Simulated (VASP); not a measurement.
# TlPt (P6/mmm) in VASP: a series of runs, part 2 of 2

VASP 6.6.1.

### Step 4. Single point, PBE (uniaxial strain along c: -3.0 %, then relaxed in part)

INCAR reads:

```
ALGO = Fast
EDIFF = 1E-6
ENCUT = 520
GGA = PE
ISIF = 2
ISMEAR = 0
LASPH = T
LCHARG = F
LREAL = F
LWAVE = F
NBANDS = 44
NELM = 80
PREC = Accurate
SIGMA = 0.1
```

KPOINTS reads:

```
k-points
0
Gamma
  6 6 10
```

POSCAR reads:

```
TlPt
1.0
    6.7310467385      0.0000000000      0.0000000000
   -3.3655233693      5.8292574696      0.0000000000
    0.0000000000      0.0000000000      3.8613102879
Tl Pt
3 3
Direct
    0.5000000000      0.0000000000      0.0000000000
    0.5000000000      0.5000000000      0.0000000000
    0.0000000000      0.5000000000      0.0000000000
    0.0000000000      0.0000000000      0.0000000000
    0.3333333335      0.6666666665      0.5000000000
    0.6666666665      0.3333333335      0.5000000000
```

Potentials or basis: VASP PAW PBE potentials, release 64 (Tl_d, Pt).

Launch:

```
> cat potpaw_PBE.64/Tl_d/POTCAR potpaw_PBE.64/Pt/POTCAR > POTCAR
> mpirun -np 1 vasp_std > vasp.out
```

OUTCAR:

```text
EDIFF = 1E-6
   ENCUT = 520
   GGA = PE
   ISIF = 2
   ISMEAR = 0
   LASPH = T
   LREAL = F
   NELM = 80
   PREC = Accurate

 ion  position               nearest neighbor table
   1  0.500  0.000  0.000-   5 2.74   6 2.74   5 2.74   6 2.74   3 3.37   3 3.37   4 3.37   4 3.37
                             2 3.37   2 3.37
   2  0.500  0.500  0.000-   5 2.74   6 2.74   5 2.74   6 2.74   4 3.37   4 3.37   3 3.37   3 3.37
                             1 3.37   1 3.37
   3  0.000  0.500  0.000-   5 2.74   6 2.74   5 2.74   6 2.74   1 3.37   1 3.37   2 3.37   2 3.37
                             4 3.37   4 3.37
   4  0.000  0.000  0.000-   2 3.37   2 3.37   1 3.37   1 3.37   3 3.37   3 3.37
   5  0.333  0.667  0.500-   2 2.74   2 2.74   3 2.74   3 2.74   1 2.74   1 2.74
   6  0.667  0.333  0.500-   2 2.74   2 2.74   3 2.74   3 2.74   1 2.74   1 2.74

  LATTYP: Found a hexagonal cell.
 ALAT       =     6.7310467385
 C/A-ratio  =     0.5736567339

  Lattice vectors:

 A1 = (   6.7310467385,   0.0000000000,   0.0000000000)
 A2 = (  -3.3655233693,   5.8292574696,   0.0000000000)
 A3 = (   0.0000000000,   0.0000000000,   3.8613102879)

Analysis of symmetry for initial positions (statically):
=====================================================================
 Subroutine PRICEL returns:
 Original cell was already a primitive cell.

 Routine SETGRP: Setting up the symmetry group for a
 hexagonal supercell.

 Subroutine GETGRP returns: Found 24 space group operations
 (whereof 24 operations were pure point group operations)
 out of a pool of 24 trial point group operations.

The static configuration has the point symmetry D_6h.

Analysis of symmetry for dynamics (positions and initial velocities):
=====================================================================
 Subroutine PRICEL returns:
 Original cell was already a primitive cell.

 Routine SETGRP: Setting up the symmetry group for a
[... 135 lines left out ...]
  volume/ion in A,a.u.               =      25.25       170.40
  Fermi-wavevector in a.u.,A,eV,Ry     =   1.259547  2.380199 21.585077  1.586458
  Thomas-Fermi vector in A             =   2.393101
   LORBIT       =      0    0 simple, 1 ext, 2 COOP (PROOUT), +10 PAW based schemes
   GGA     = PE    functional components
   LHFCALC =     F    Hartree Fock is set to
   AEXX    =    0.0000 exact exchange contribution
   IVDW    =     0    specifies the selected vdW correction
   LEPSILON=     F    determine dielectric tensor
   LRPA    =     F    only Hartree local field effects (RPA)
 non-spin polarized calculation
 RMM-DIIS sequential band-by-band and
 Gauss-broadening in eV      SIGMA  =   0.10
  energy-cutoff  :      520.00
  volume of cell :      151.51
 maximum number of plane-waves:      4106
   NGX = 25   NGY = 25   NGZ = 15

 number of electron      68.9999978 magnetization

 Free energy of the ion-electron system (eV)
  ---------------------------------------------------
  ext. energy  EPLUGINS =         0.00000000
  ---------------------------------------------------
  free energy    TOTEN  =       -21.74967632 eV

  energy without entropy =      -21.72888463  energy(sigma->0) =      -21.73928047

 E-fermi :   5.8100     XC(G=0): -10.4389

 val. band max:        5.7845185409   @ k =   0.1667  -0.0000   0.5000
 cond. band min:       5.8424784390   @ k =   0.0000   0.0000   0.1000
 fundamental gap:      0.0579598981
 Fermi energy:         5.8100455586

 k-point     1 :       0.0000    0.0000    0.0000
  band No.  band energies     occupation
      1      -6.3253      2.00000
      2      -5.8442      2.00000
      3      -5.8442      2.00000
      4      -5.7872      2.00000
      5      -5.7872      2.00000
      6      -5.7816      2.00000
[... 1117 lines left out ...]
     43      10.9870      0.00000
     44      12.0733      0.00000

 [... further k-points ...]

------------------------ aborting loop because EDIFF is reached ----------------------------------------

  FORCE on cell =-STRESS in cart. coord.  units (eV):
  Direction    XX          YY          ZZ          XY          YZ          ZX
  --------------------------------------------------------------------------------------
  -------------------------------------------------------------------------------------
  Total       -0.0102352     -0.0102352      0.5663385      0.0000000      0.0000000      0.0000000
  in kB       -0.1082372     -0.1082372      5.9890249      0.0000000      0.0000000      0.0000000
  external PRESSURE =       1.9241835 kB  Pullay stress =       0.0000000 kB

 VOLUME and BASIS-vectors are now :
 -----------------------------------------------------------------------------
  energy-cutoff  :      520.00
  volume of cell :      151.51
      direct lattice vectors                 reciprocal lattice vectors
     6.731046738  0.000000000  0.000000000     0.148565303  0.085774218  0.000000000
    -3.365523369  5.829257470  0.000000000     0.000000000  0.171548436  0.000000000
     0.000000000  0.000000000  3.861310288     0.000000000  0.000000000  0.258979446

 POSITION                                       TOTAL-FORCE (eV/Angst)
 -----------------------------------------------------------------------------------
      3.36552      0.00000      0.00000         0.000000      0.000000      0.000000
      1.68276      2.91463      0.00000         0.000000      0.000000      0.000000
     -1.68276      2.91463      0.00000         0.000000      0.000000      0.000000
      0.00000      0.00000      0.00000         0.000000      0.000000      0.000000
      0.00000      3.88617      1.93066         0.000000      0.000000      0.000000
      3.36552      1.94309      1.93066        -0.000000     -0.000000      0.000000
 -----------------------------------------------------------------------------------
    total drift:                               -0.000000      0.000000     -0.000000

  FREE ENERGIE OF THE ION-ELECTRON SYSTEM (eV)
  ---------------------------------------------------
  free  energy   TOTEN  =       -21.7496763169 eV

  energy  without entropy=      -21.7288846277  energy(sigma->0) =      -21.73928047
```

OSZICAR:

```text
N       E                     dE             d eps       ncg     rms          rms(c)
DAV:   1     0.427915359397E+03    0.42792E+03   -0.35258E+04  3768   0.146E+03
DAV:   2    -0.670252711273E+01   -0.43462E+03   -0.41816E+03  4012   0.338E+02
DAV:   3    -0.220475572990E+02   -0.15345E+02   -0.14958E+02  4168   0.547E+01
DAV:   4    -0.222620814940E+02   -0.21452E+00   -0.21390E+00  4148   0.631E+00
DAV:   5    -0.222656941882E+02   -0.36127E-02   -0.36122E-02  4024   0.849E-01    0.145E+01
RMM:   6    -0.218982816360E+02    0.36741E+00   -0.83742E-01  3735   0.433E+00    0.970E+00
RMM:   7    -0.220726150940E+02   -0.17433E+00   -0.90598E-01  3828   0.354E+00    0.569E+00
RMM:   8    -0.217552359684E+02    0.31738E+00   -0.34363E-01  3816   0.247E+00    0.128E+00
RMM:   9    -0.217512531760E+02    0.39828E-02   -0.57025E-02  3936   0.830E-01    0.370E-01
RMM:  10    -0.217496812009E+02    0.15720E-02   -0.63269E-03  3904   0.375E-01    0.106E-01
RMM:  11    -0.217496526779E+02    0.28523E-04   -0.68294E-04  4107   0.108E-01    0.676E-02
RMM:  12    -0.217496700525E+02   -0.17375E-04   -0.14958E-04  4025   0.497E-02    0.211E-02
RMM:  13    -0.217496757592E+02   -0.57067E-05   -0.44741E-05  3859   0.226E-02    0.680E-03
RMM:  14    -0.217496763169E+02   -0.55766E-06   -0.75541E-06  3143   0.951E-03
   1 F= -.21749676E+02 E0= -.21739280E+02  d E =-.207917E-01
```

Wall time 11 min (1 thread of Oxide Virtual Turin-like, shared host); peak memory 0.36 GiB.

Results:

* Free energy: -21.7497 eV
* Pressure: 0.2 GPa

Stress tensor (GPa, compression positive):
```
-0.01  0.00  0.00
 0.00 -0.01  0.00
 0.00  0.00  0.60
```

Caveat: the cell differs from its parent crystal (uniaxial strain along c: -3.0 %, then relaxed in part); spin-orbit coupling is left out, which moves the levels of the heavy elements.

### Step 5. Single point, PBE (uniaxial strain along c: +3.0 %)

INCAR reads:

```
SYSTEM = TlPt
PREC = Accurate
ENCUT = 520
EDIFF = 1E-6
ISMEAR = 0
SIGMA = 0.1
LREAL = .FALSE.
LASPH = .TRUE.
NELM = 60
ALGO = Fast
ISIF = 2
LWAVE = .FALSE.
LCHARG = .FALSE.
GGA = PE
NBANDS = 44
```

KPOINTS reads:

```
regular mesh
0
G
  6 6 10
  0 0 0
```

POSCAR, as its differences from that of step 4:

```diff
@@ -2,5 +2,5 @@
 1.0
-    6.7310467385      0.0000000000      0.0000000000
-   -3.3655233693      5.8292574696      0.0000000000
-    0.0000000000      0.0000000000      3.8613102879
+    6.5377368759      0.0000000000      0.0000000000
+   -3.2688684380      5.6618462178      0.0000000000
+    0.0000000000      0.0000000000      4.1001542233
 Tl Pt
```

Potentials or basis: VASP PAW PBE potentials, release 64 (Tl_d, Pt).

Launch:

```
> cat potpaw_PBE.64/Tl_d/POTCAR potpaw_PBE.64/Pt/POTCAR > POTCAR
> mpirun -np 1 vasp_std > vasp.out
```

OUTCAR:

```text
SYSTEM = TlPt
   PREC = Accurate
   ENCUT = 520
   EDIFF = 1E-6
   ISMEAR = 0
   LREAL = .FALSE.
   LASPH = .TRUE.
   NELM = 60
   ISIF = 2
   GGA = PE

 ion  position               nearest neighbor table
   1  0.500  0.000  0.000-   5 2.79   6 2.79   5 2.79   6 2.79   3 3.27   3 3.27   4 3.27   4 3.27
                             2 3.27   2 3.27
   2  0.500  0.500  0.000-   5 2.79   6 2.79   5 2.79   6 2.79   4 3.27   4 3.27   3 3.27   3 3.27
                             1 3.27   1 3.27
   3  0.000  0.500  0.000-   5 2.79   6 2.79   5 2.79   6 2.79   1 3.27   1 3.27   2 3.27   2 3.27
                             4 3.27   4 3.27
   4  0.000  0.000  0.000-   2 3.27   2 3.27   1 3.27   1 3.27   3 3.27   3 3.27
[... 1340 lines left out ...]
  Total       -1.2288292     -1.2288292     -2.2842769      0.0000000      0.0000000      0.0000000
  in kB      -12.9722832    -12.9722832    -24.1142431      0.0000000      0.0000000      0.0000000
  external PRESSURE =     -16.6862698 kB  Pullay stress =       0.0000000 kB

 VOLUME and BASIS-vectors are now :
 -----------------------------------------------------------------------------
  energy-cutoff  :      520.00
  volume of cell :      151.77
      direct lattice vectors                 reciprocal lattice vectors
     6.537736876  0.000000000  0.000000000     0.152958129  0.088310417  0.000000000
    -3.268868438  5.661846218  0.000000000     0.000000000  0.176620834  0.000000000
     0.000000000  0.000000000  4.100154223     0.000000000  0.000000000  0.243893265

 POSITION                                       TOTAL-FORCE (eV/Angst)
 -----------------------------------------------------------------------------------
      3.26887      0.00000      0.00000         0.000000      0.000000     -0.000000
      1.63443      2.83092      0.00000        -0.000000      0.000000     -0.000000
     -1.63443      2.83092      0.00000         0.000000      0.000000     -0.000000
      0.00000      0.00000      0.00000         0.000000      0.000000     -0.000000
      0.00000      3.77456      2.05008        -0.000000      0.000000      0.000000
      3.26887      1.88728      2.05008         0.000000     -0.000000     -0.000000
 -----------------------------------------------------------------------------------
    total drift:                               -0.000000      0.000000     -0.000000

  FREE ENERGIE OF THE ION-ELECTRON SYSTEM (eV)
  ---------------------------------------------------
  free  energy   TOTEN  =       -21.7353973528 eV

  energy  without entropy=      -21.7114551707  energy(sigma->0) =      -21.72342626
```

OSZICAR:

```text
N       E                     dE             d eps       ncg     rms          rms(c)
DAV:   1     0.423893005428E+03    0.42389E+03   -0.35203E+04  3736   0.146E+03
DAV:   2    -0.692148767085E+01   -0.43081E+03   -0.41425E+03  4036   0.336E+02
DAV:   3    -0.220430461422E+02   -0.15122E+02   -0.14721E+02  4176   0.541E+01
DAV:   4    -0.222391813210E+02   -0.19614E+00   -0.19571E+00  4272   0.615E+00
DAV:   5    -0.222426197392E+02   -0.34384E-02   -0.34381E-02  4028   0.813E-01    0.136E+01
RMM:   6    -0.219421339769E+02    0.30049E+00   -0.93073E-01  3742   0.451E+00    0.958E+00
RMM:   7    -0.220284355061E+02   -0.86302E-01   -0.82213E-01  3786   0.327E+00    0.635E+00
RMM:   8    -0.217449179466E+02    0.28352E+00   -0.29272E-01  3818   0.252E+00    0.139E+00
RMM:   9    -0.217391579876E+02    0.57600E-02   -0.66155E-02  3923   0.905E-01    0.526E-01
RMM:  10    -0.217362489444E+02    0.29090E-02   -0.11703E-02  3867   0.454E-01    0.217E-01
RMM:  11    -0.217354287040E+02    0.82024E-03   -0.83517E-04  4051   0.125E-01    0.773E-02
RMM:  12    -0.217353994143E+02    0.29290E-04   -0.23120E-04  4075   0.507E-02    0.347E-02
RMM:  13    -0.217353961189E+02    0.32954E-05   -0.52802E-05  4042   0.262E-02    0.681E-03
RMM:  14    -0.217353973845E+02   -0.12656E-05   -0.88647E-06  3231   0.986E-03    0.373E-03
RMM:  15    -0.217353973528E+02    0.31767E-07   -0.21338E-06  2570   0.464E-03
   1 F= -.21735397E+02 E0= -.21723426E+02  d E =-.239422E-01
```

It took 11 min on 1 thread of Oxide Virtual Turin-like, shared host; peak memory 0.37 GiB.

Results:

| Item | Value |
| --- | --- |
| Free energy | -21.7354 eV |
| Pressure | -1.7 GPa |

Levels at points of the mesh, in eV from the Fermi level:
```
           k point  band 32  band 33  band 34  band 35  band 36  band 37
(0.00, 0.00, 0.00)    -0.71    -0.44    -0.44    -0.17    -0.13    -0.13
(0.50, 0.00, 0.00)    -0.78    -0.71    -0.70     0.87     1.66     2.84
(0.00, 0.00, 0.50)    -0.87    -0.47     0.93     0.93     1.05     1.05
(0.50, 0.00, 0.50)    -1.21    -0.71    -0.66     0.13     0.48     1.16
```

Caveat: the cell differs from its parent crystal (uniaxial strain along c: +3.0 %); spin-orbit coupling is left out, which moves the levels of the heavy elements.

### Step 6. Overview

```csv
cell,gap on the mesh (eV),pressure (GPa)
"a = 6.683, b = 6.683, c = 3.901 Å, angles 90.0, 90.0, 120.0°, 6 atoms",none,0.1
"a = 6.554, b = 6.554, c = 4.060 Å, angles 90.0, 90.0, 120.0°, 6 atoms",none,-1.1
"a = 6.731, b = 6.731, c = 3.861 Å, angles 90.0, 90.0, 120.0°, 6 atoms",none,0.2
"a = 6.538, b = 6.538, c = 4.100 Å, angles 90.0, 90.0, 120.0°, 6 atoms",none,-1.7
```

Alike in all rows: task single point; level PBE; potentials or basis VASP PAW PBE potentials, release 64 (Tl_d, Pt); no spin polarisation; k mesh 6 × 6 × 10; cutoff (eV) 520; smearing gaussian 0.1 eV.

Caveats: spin-orbit coupling is left out, which moves the levels of the heavy elements.

Absolute energies hang on the potentials; compare differences alone.
